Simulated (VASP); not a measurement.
# Li in VASP: further runs

Li is run at these levels: PBE; tasks: single point.

Everything below comes from runs of VASP 6.6.1. Logs are shortened: lines on timing, memory, paths and dates and some standing lists are left out, and cuts for length are marked.

### 1 The cell of the first run

The typed cell holds 8 atoms: a = 3.130 Å, b = 5.195 Å, c = 9.943 Å, α = 90.78°, β = 90.00°, γ = 89.80°.

### 2 Single point, PBE

The input, INCAR:

```
SYSTEM = Li
ALGO = Normal ; EDIFF = 1E-6
ENCUT = 520 ; GGA = PE
ISIF = 2 ; ISMEAR = 0
LASPH = .True. ; LCHARG = .True.
LELF = .True. ; LREAL = .False.
LVHAR = .True. ; LWAVE = .False.
NBANDS = 22 ; NELM = 80
PREC = Accurate ; SIGMA = 0.2
```

The input, KPOINTS:

```
k-points
0
Gamma
  8 4 2
  0 0 0
```

The input, POSCAR:

```
Li
1.0
   -0.0002402517      3.1304789335      0.0049456385
   -0.0357499234      0.0102052930      5.1947074190
    9.9431480360      0.0008223973     -0.0664067148
Li
8
Direct
    0.2503955594      0.5885219232      0.2505752024
    0.7529840339      0.0890165866      0.2497695863
    0.2477724883      0.9109660121      0.7500571118
    0.7450022343      0.4111783797      0.7496691045
    0.7504640657      0.7492153482      0.0002570841
    0.2479566634      0.2500569558      0.4997016175
    0.7513411443      0.7515664349      0.5002008951
    0.2540838109      0.2494783595      0.9997693979
```

Potentials or basis: VASP PAW PBE potentials, release 64 (Li_sv).

Run with:

```console
$ cat potpaw_PBE.64/Li_sv/POTCAR > POTCAR
$ mpirun -np 1 vasp_std > vasp.out
```

OUTCAR:

```text
SYSTEM = Li
   EDIFF = 1E-6
   ENCUT = 520
   GGA = PE
   ISIF = 2
   ISMEAR = 0
   LASPH = .True.
   LREAL = .False.
   NELM = 80
   PREC = Accurate

 ion  position               nearest neighbor table
   1  0.250  0.589  0.251-
   2  0.753  0.089  0.250-
   3  0.248  0.911  0.750-
   4  0.745  0.411  0.750-
   5  0.750  0.749  0.000-
   6  0.248  0.250  0.500-
   7  0.751  0.752  0.500-
   8  0.254  0.249  1.000-

  LATTYP: Found a triclinic cell.
 ALAT       =     5.1948404570
 B/A-ratio  =     2.1715509129
 C/A-ratio  =     0.6026138580
 COS(alpha) =     0.0016364357
 COS(beta)  =     0.0035448233
 COS(gamma) =     0.4724524985

  Lattice vectors:

 A1 = (   0.0357499234,  -0.0102052930,  -5.1947074190)
 A2 = (   9.9788979594,  -0.0093828957,  -5.2611141338)
 A3 = (   0.0002402517,  -3.1304789335,  -0.0049456385)

Analysis of symmetry for initial positions (statically):
=====================================================================
 Subroutine PRICEL returns:
 Original cell was already a primitive cell.

 Routine SETGRP: Setting up the symmetry group for a
 triclinic supercell.

 Subroutine GETGRP returns: Found  1 space group operations
 (whereof  1 operations were pure point group operations)
 out of a pool of  2 trial point group operations.

The static configuration has the point symmetry C_1 .

Analysis of symmetry for dynamics (positions and initial velocities):
=====================================================================
 Subroutine PRICEL returns:
 Original cell was already a primitive cell.

 Routine SETGRP: Setting up the symmetry group for a
 triclinic supercell.

 Subroutine GETGRP returns: Found  1 space group operations
 (whereof  1 operations were pure point group operations)
 out of a pool of  2 trial point group operations.

The dynamic configuration has the point symmetry C_1 .

 Subroutine INISYM returns: Found  1 space group operations
 (whereof  1 operations are pure point group operations),
 and found     1 'primitive' translations

----------------------------------------------------------------------------------------

                                     Primitive cell

[... 102 lines left out ...]
   EDIFF  = 0.1E-05   stopping-criterion for ELM
   LREAL  =      F    real-space projection
   EDIFFG = 0.1E-04   stopping-criterion for IOM
   NSW    =      0    number of steps for IOM
   IBRION =     -1    ionic relax: 0-MD 1-quasi-New 2-CG
   NFREE  =      0    steps in history (QN), initial steepest desc. (CG)
   ISIF   =      2    stress and relaxation
   ISYM   =      2    0-nonsym 1-usesym 2-fastsym
   POTIM  = 0.5000    time-step for ionic-motion
   TEBEG  =    0.0;   TEEND  =   0.0 temperature during run
   PSTRESS=    0.0 pullay stress
   NELECT =      24.0000    total number of electrons
   NUPDOWN=      -1.0000    fix difference up-down
   EMIN   =  10.00;   EMAX   =-10.00  energy-range for DOS
   EFERMI =   0.00;   METHOD = LEGACY
   ISMEAR =     0;   SIGMA  =   0.20  broadening in eV -4-tet -1-fermi 0-gaus
   EFERMI_NEDOS =   21; number of points for ismear=-14 and -15
   IALGO  =     38    algorithm
   IMIX   =      4    mixing-type and parameters
     AMIX     =   0.40;   BMIX     =  1.00
     AMIX_MAG =   1.60;   BMIX_MAG =  1.00
  volume/ion in A,a.u.               =      20.21       136.39
  Fermi-wavevector in a.u.,A,eV,Ry     =   0.866803  1.638020 10.222703  0.751347
  Thomas-Fermi vector in A             =   1.985245
   LORBIT       =      0    0 simple, 1 ext, 2 COOP (PROOUT), +10 PAW based schemes
   GGA     = PE    functional components
   LHFCALC =     F    Hartree Fock is set to
   AEXX    =    0.0000 exact exchange contribution
   IVDW    =     0    specifies the selected vdW correction
   LEPSILON=     F    determine dielectric tensor
   LRPA    =     F    only Hartree local field effects (RPA)
 non-spin polarized calculation
 Gauss-broadening in eV      SIGMA  =   0.20
  energy-cutoff  :      520.00
  volume of cell :      161.69
 maximum number of plane-waves:      4392
   NGX = 11   NGY = 19   NGZ = 37

 number of electron      23.9999971 magnetization

 Free energy of the ion-electron system (eV)
  ---------------------------------------------------
  ext. energy  EPLUGINS =         0.00000000
  ---------------------------------------------------
  free energy    TOTEN  =       -15.30521426 eV

  energy without entropy =      -15.22881681  energy(sigma->0) =      -15.26701553

 E-fermi :   0.6285     XC(G=0):  -7.0513

 val. band max:        0.6272336589   @ k =   0.0000   0.5000   0.5000
 cond. band min:       0.6287852938   @ k =  -0.1250   0.2500   0.0000
 fundamental gap:      0.0015516349
 Fermi energy:         0.6285480557

 k-point     1 :       0.0000    0.0000    0.0000
  band No.  band energies     occupation
      1     -45.8913      2.00000
      2     -45.8830      2.00000
      3     -45.8809      2.00000
      4     -45.8727      2.00000
      5     -45.8718      2.00000
      6     -45.8698      2.00000
[... 589 lines left out ...]
     21       7.0772      0.00000
     22       7.2928      0.00000

 [... further k-points ...]

------------------------ aborting loop because EDIFF is reached ----------------------------------------

  FORCE on cell =-STRESS in cart. coord.  units (eV):
  Direction    XX          YY          ZZ          XY          YZ          ZX
  --------------------------------------------------------------------------------------
  -------------------------------------------------------------------------------------
  Total       -0.0401200     -0.0479960     -0.0330404      0.0004802     -0.0212370     -0.0470705
  in kB       -0.3975549     -0.4755990     -0.3274024      0.0047588     -0.2104400     -0.4664279
  external PRESSURE =      -0.4001854 kB  Pullay stress =       0.0000000 kB

 VOLUME and BASIS-vectors are now :
 -----------------------------------------------------------------------------
  energy-cutoff  :      520.00
  volume of cell :      161.69
      direct lattice vectors                 reciprocal lattice vectors
    -0.000240252  3.130478934  0.004945639    -0.000030614  0.319440929 -0.000627770
    -0.035749923  0.010205293  5.194707419     0.001285751 -0.000304040  0.192513069
     9.943148036  0.000822397 -0.066406715     0.100576392  0.000006625  0.000692153

 POSITION                                       TOTAL-FORCE (eV/Angst)
 -----------------------------------------------------------------------------------
      2.47041      0.79007      3.04180        -0.004064      0.005650      0.008859
      2.48013      2.35831      0.44955        -0.000642     -0.003066      0.002287
      7.42530      0.78556      4.68362         0.002618     -0.004047     -0.003675
      7.43919      2.33703      2.08985        -0.000173      0.005929     -0.006970
     -0.02441      2.35696      3.89565        -0.001018      0.004503     -0.000505
      4.95961      0.77919      1.26702         0.003419      0.005336      0.006404
      4.94652      2.36014      3.87467        -0.001494     -0.006201     -0.007897
      9.93188      0.79877      1.23083         0.001355     -0.008103      0.001496
 -----------------------------------------------------------------------------------
    total drift:                               -0.000055      0.000072     -0.000184

  FREE ENERGIE OF THE ION-ELECTRON SYSTEM (eV)
  ---------------------------------------------------
  free  energy   TOTEN  =       -15.3052142565 eV

  energy  without entropy=      -15.2288168071  energy(sigma->0) =      -15.26701553
```

stdout:

```text
POSCAR found type information on POSCAR Li
 POSCAR found :  1 types and       8 ions
 scaLAPACK will be used
 LDA part: xc-table for (Slater+PW92), standard interpolation
 POSCAR, INCAR and KPOINTS ok, starting setup
 FFT: planning ... GRIDC
 FFT: planning ... GRID_SOFT
 FFT: planning ... GRID
 WAVECAR not read
 entering main loop
```

Wall time 1.7 min (1 thread of Intel Xeon Platinum 8375C at 2.90GHz (Ice Lake), shared host); peak memory 0.28 GiB.

What came out:

```
Free energy            : -15.3052 eV
Largest force          : 0.011 eV/Å
Band gap on the k mesh : zero (bands 12 and 13 overlap by 2.31 eV)
```

Forces on the atoms (eV/Å):
```
Li  -0.004  0.006  0.009
Li  -0.001 -0.003  0.002
Li   0.003 -0.004 -0.004
Li   0.000  0.006 -0.007
Li  -0.001  0.005 -0.001
Li   0.003  0.005  0.006
Li  -0.001 -0.006 -0.008
Li   0.001 -0.008  0.001
```

Levels at points of the mesh, in eV from the Fermi level:
```
           k point  band 8  band 9  band 10  band 11  band 12  band 13  band 14  band 15  band 16  band 17
(0.00, 0.00, 0.00)  -46.49   -3.56    -2.43    -2.43     0.02     0.07     0.68     0.86     1.52     2.99
(0.50, 0.00, 0.00)  -46.50   -0.69    -0.69     0.39     0.39     0.41     0.41     3.24     3.25     3.64
(0.00, 0.50, 0.00)  -46.50   -2.52    -2.52    -1.41    -1.41    -1.35    -1.35     1.38     1.38     3.30
(0.50, 0.50, 0.00)  -46.50   -0.13    -0.12     0.38     0.41     0.59     0.62     1.12     1.17     3.24
(0.00, 0.00, 0.50)  -46.49   -3.28    -3.28    -1.09    -1.09     0.24     0.30     1.23     1.33     3.77
(0.50, 0.00, 0.50)  -46.50   -0.42    -0.42    -0.41    -0.41     1.73     1.74     1.75     1.75     3.98
(0.00, 0.50, 0.50)  -46.50   -2.25    -2.25    -2.22    -2.22    -0.01     0.00     0.07     0.08     5.13
(0.50, 0.50, 0.50)  -46.50    0.03     0.05     0.06     0.07     0.89     0.94     0.94     0.99     3.55
```

Caveat: the cutoff is under 1.25 times the usual one of these potentials, so pressure, stress and relaxed cells hold a basis-set (Pulay) error.

### 3 Single point, PBE

The input, INCAR:

```
PREC = Accurate
ENCUT = 520
EDIFF = 1E-6
ISMEAR = 0
SIGMA = 0.1
LREAL = False
LASPH = True
NELM = 80
ALGO = Fast
ISIF = 2
LWAVE = False
LCHARG = True
GGA = PE
LELF = True
LVHAR = True
NBANDS = 22
```

The input, KPOINTS:

```
regular mesh
0
Gamma
  4 12 8
```

The input, POSCAR:

```
Li
1.0
    9.9841725115      0.0000000000      0.0000000000
    0.0000000000      3.0826998591      0.0000000000
    0.0000000000      0.0000000000      5.2551313533
Li
8
Direct
    0.2500503980      0.2500000000      0.5890429060
    0.2499496020      0.7500000000      0.0890429060
    0.7500503980      0.2500000000      0.9109570940
    0.7499496020      0.7500000000      0.4109570940
    0.0000076606      0.7500000000      0.7499369172
    0.4999923394      0.2500000000      0.2499369172
    0.5000076606      0.7500000000      0.7500630828
    0.9999923394      0.2500000000      0.2500630828
```

Potentials or basis: VASP PAW PBE potentials, release 64 (Li_sv).

Run with:

```console
$ cat potpaw_PBE.64/Li_sv/POTCAR > POTCAR
$ mpirun -np 1 vasp_std > vasp.out
```

OUTCAR:

```text
PREC = Accurate
   ENCUT = 520
   EDIFF = 1E-6
   ISMEAR = 0
   LREAL = False
   LASPH = True
   NELM = 80
   ISIF = 2
   GGA = PE

 ion  position               nearest neighbor table
   1  0.250  0.250  0.589-
   2  0.250  0.750  0.089-
   3  0.750  0.250  0.911-
   4  0.750  0.750  0.411-
   5  0.000  0.750  0.750-
   6  0.500  0.250  0.250-
   7  0.500  0.750  0.750-
   8  1.000  0.250  0.250-

  LATTYP: Found a simple orthorhombic cell.
 ALAT       =     3.0826998591
 B/A-ratio  =     1.7047171614
 C/A-ratio  =     3.2387754137

  Lattice vectors:

 A1 = (   0.0000000000,   3.0826998591,   0.0000000000)
 A2 = (   0.0000000000,   0.0000000000,   5.2551313533)
 A3 = (   9.9841725115,   0.0000000000,   0.0000000000)

Analysis of symmetry for initial positions (statically):
=====================================================================
 Subroutine PRICEL returns:
 Original cell was already a primitive cell.

 Routine SETGRP: Setting up the symmetry group for a
 simple orthorhombic supercell.

 Subroutine GETGRP returns: Found  8 space group operations
 (whereof  2 operations were pure point group operations)
 out of a pool of  8 trial point group operations.

The static configuration has the point symmetry S_2 .
 The point group associated with its full space group is D_2h.

Analysis of symmetry for dynamics (positions and initial velocities):
=====================================================================
 Subroutine PRICEL returns:
 Original cell was already a primitive cell.

 Routine SETGRP: Setting up the symmetry group for a
[... 137 lines left out ...]
   IMIX   =      4    mixing-type and parameters
     AMIX     =   0.40;   BMIX     =  1.00
     AMIX_MAG =   1.60;   BMIX_MAG =  1.00
  volume/ion in A,a.u.               =      20.22       136.44
  Fermi-wavevector in a.u.,A,eV,Ry     =   0.866702  1.637829 10.220312  0.751172
  Thomas-Fermi vector in A             =   1.985129
   LORBIT       =      0    0 simple, 1 ext, 2 COOP (PROOUT), +10 PAW based schemes
   GGA     = PE    functional components
   LHFCALC =     F    Hartree Fock is set to
   AEXX    =    0.0000 exact exchange contribution
   IVDW    =     0    specifies the selected vdW correction
   LEPSILON=     F    determine dielectric tensor
   LRPA    =     F    only Hartree local field effects (RPA)
 non-spin polarized calculation
 RMM-DIIS sequential band-by-band and
 Gauss-broadening in eV      SIGMA  =   0.10
  energy-cutoff  :      520.00
  volume of cell :      161.74
 maximum number of plane-waves:      4382
 NGX is ok and might be reduce to    80
   NGX = 37   NGY = 11   NGZ = 19

 number of electron      23.9999990 magnetization

 Free energy of the ion-electron system (eV)
  ---------------------------------------------------
  ext. energy  EPLUGINS =         0.00000000
  ---------------------------------------------------
  free energy    TOTEN  =       -15.26164724 eV

  energy without entropy =      -15.24024987  energy(sigma->0) =      -15.25094855

 E-fermi :   0.6199     XC(G=0):  -7.0505

 val. band max:        0.6170478335   @ k =   0.0000   0.0000   0.0000
 cond. band min:       0.6273642889   @ k =   0.2500   0.5000   0.0000
 fundamental gap:      0.0103164554
 Fermi energy:         0.6198927770

 k-point     1 :       0.0000    0.0000    0.0000
  band No.  band energies     occupation
      1     -45.8915      2.00000
      2     -45.8825      2.00000
      3     -45.8824      2.00000
      4     -45.8733      2.00000
      5     -45.8731      2.00000
      6     -45.8699      2.00000
[... 589 lines left out ...]
     21       5.9294      0.00000
     22       5.9294      0.00000

 [... further k-points ...]

------------------------ aborting loop because EDIFF is reached ----------------------------------------

  FORCE on cell =-STRESS in cart. coord.  units (eV):
  Direction    XX          YY          ZZ          XY          YZ          ZX
  --------------------------------------------------------------------------------------
  -------------------------------------------------------------------------------------
  Total       -0.0610522     -0.0680351     -0.0542052      0.0000000      0.0000000      0.0000000
  in kB       -0.6047626     -0.6739331     -0.5369382      0.0000000      0.0000000      0.0000000
  external PRESSURE =      -0.6052113 kB  Pullay stress =       0.0000000 kB

 VOLUME and BASIS-vectors are now :
 -----------------------------------------------------------------------------
  energy-cutoff  :      520.00
  volume of cell :      161.74
      direct lattice vectors                 reciprocal lattice vectors
     9.984172512  0.000000000  0.000000000     0.100158526  0.000000000  0.000000000
     0.000000000  3.082699859  0.000000000     0.000000000  0.324390971  0.000000000
     0.000000000  0.000000000  5.255131353     0.000000000  0.000000000  0.190290201

 POSITION                                       TOTAL-FORCE (eV/Angst)
 -----------------------------------------------------------------------------------
      2.49655      0.77067      3.09550        -0.000326      0.000000     -0.001245
      2.49554      2.31202      0.46793         0.000326     -0.000000     -0.001245
      7.48863      0.77067      4.78720        -0.000326     -0.000000      0.001245
      7.48763      2.31202      2.15963         0.000326     -0.000000      0.001245
      0.00008      2.31202      3.94102         0.000246      0.000000      0.000380
      4.99201      0.77067      1.31345        -0.000246     -0.000000      0.000380
      4.99216      2.31202      3.94168         0.000246      0.000000     -0.000380
      9.98410      0.77067      1.31411        -0.000246     -0.000000     -0.000380
 -----------------------------------------------------------------------------------
    total drift:                                0.000000     -0.000000     -0.000000

  FREE ENERGIE OF THE ION-ELECTRON SYSTEM (eV)
  ---------------------------------------------------
  free  energy   TOTEN  =       -15.2616472415 eV

  energy  without entropy=      -15.2402498675  energy(sigma->0) =      -15.25094855
```

stdout:

```text
POSCAR found type information on POSCAR Li
 POSCAR found :  1 types and       8 ions
 scaLAPACK will be used
 LDA part: xc-table for (Slater+PW92), standard interpolation
 POSCAR, INCAR and KPOINTS ok, starting setup
 FFT: planning ... GRIDC
 FFT: planning ... GRID_SOFT
 FFT: planning ... GRID
 WAVECAR not read
 entering main loop
```

It took 7 min on 1 thread of Intel Xeon Platinum 8375C at 2.90GHz (Ice Lake), shared host; peak memory 0.4 GiB.

What came out:

```
Free energy            : -15.2616 eV
Band gap on the k mesh : zero (bands 12 and 13 overlap by 2.96 eV)
```

Caveat: the cutoff is under 1.25 times the usual one of these potentials, so pressure, stress and relaxed cells hold a basis-set (Pulay) error.

### 4 Single point, PBE

The input, INCAR:

```
SYSTEM = Li
ALGO     = Fast           ! electronic algorithm
EDIFF    = 1E-6           ! SCF threshold, eV
ENCUT    = 520            ! plane-wave cutoff, eV
GGA      = PE             ! functional
ISIF     = 2              ! what is computed and relaxed
ISMEAR   = 0              ! smearing method
LASPH    = .True.         ! aspherical terms in the spheres
LCHARG   = .False.        ! write CHGCAR
LREAL    = .False.        ! projectors in reciprocal space
LWAVE    = .False.        ! write WAVECAR
NBANDS   = 22             ! bands
NELM     = 100            ! most SCF steps
PREC     = Accurate       ! precision mode
SIGMA    = 0.1            ! smearing width, eV
```

The input, KPOINTS:

```
k-points
0
Gamma
  4 12 8
  0 0 0
```

POSCAR is that of step 3.

Run with:

```console
$ cat potpaw_PBE.64/Li_sv/POTCAR > POTCAR
$ mpirun -np 1 vasp_std > vasp.out
```

Run time: 6.5 min. Hardware: 1 thread of Intel Xeon Platinum 8375C at 2.90GHz (Ice Lake), shared host; peak memory 0.4 GiB.

Results (log left out):

- Free energy: -15.2616 eV
- Band gap on the k mesh: zero (bands 12 and 13 overlap by 2.96 eV)

Levels at points of the mesh, in eV from the Fermi level:
```tsv
k point	band 10	band 11	band 12	band 13	band 14	band 15
(0.00, 0.00, 0.00)	-2.44	-2.44	-0.01	0.00	0.58	0.78
(0.50, 0.00, 0.00)	-3.27	-1.10	-1.10	0.18	0.18	1.18
(0.00, 0.50, 0.00)	-0.59	0.47	0.47	0.49	0.49	3.23
(0.50, 0.50, 0.00)	-0.33	-0.33	-0.33	1.80	1.80	1.80
(0.00, 0.00, 0.50)	-2.54	-1.41	-1.41	-1.40	-1.40	1.33
(0.50, 0.00, 0.50)	-2.26	-2.26	-2.26	-0.01	-0.01	0.00
(0.00, 0.50, 0.50)	-0.06	0.47	0.47	0.67	0.67	1.21
(0.50, 0.50, 0.50)	0.12	0.12	0.12	1.01	1.01	1.01
```

Caveat: the cutoff is under 1.25 times the usual one of these potentials, so pressure, stress and relaxed cells hold a basis-set (Pulay) error.

(Part 1 of 2 ends here.)
